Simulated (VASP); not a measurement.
Wanted: the native input for a VASP 6.6.1 run.

```yaml
Task: single point
Functional: PBEsol
Potentials_or_basis: VASP PAW PBE potentials, release 64 (Rb_sv)
Cutoff: 520 eV
k_mesh: 3 × 3 × 3
Occupations: fermi-dirac, width 0.1 eV
Spin: no spin polarisation
Dipole_correction: no
Further_INCAR_settings: ALGO = Normal; EDIFF = 1e-06; NBANDS = 20
```

The structure of Rb lies in POSCAR:

```
Rb
1.0
    2.5376400000      1.4651070000     12.6889020000
   -2.5376400000      1.4651070000     12.6889020000
    0.0000000000     -2.9302140000     12.6889020000
Rb
3
Direct
    0.0000000000      0.0000000000      0.0000000000
    0.7776220000      0.7776220000      0.7776220000
    0.2223780000      0.2223780000      0.2223780000
```

One way to write it, as run:

INCAR

```
PREC = Accurate
ENCUT = 520
EDIFF = 1E-6
ISMEAR = -1
SIGMA = 0.1
LREAL = False
LASPH = True
NELM = 60
ALGO = Normal
ISIF = 2
LWAVE = False
LCHARG = False
GGA = PS
NBANDS = 20
```

KPOINTS

```
regular mesh
0
Gamma
  3 3 3
```

Potentials or basis: VASP PAW PBE potentials, release 64 (Rb_sv).

Run with:

```bash
$ cat potpaw_PBE.64/Rb_sv/POTCAR > POTCAR
$ mpirun -np 1 vasp_std > vasp.out
```

Results of the run:

| Item | Value |
| --- | --- |
| Pressure | -0.3 GPa |

Caveat: the k points lie up to 0.48 Å⁻¹ apart; the PAW data sets were made with another functional, which shifts forces and pressure a little.

It took 3.2 min on 1 thread of Intel(R) Xeon(R) Platinum 8375C CPU @ 2.90GHz (Ice Lake), on a shared host, peak memory 1.4 GiB.
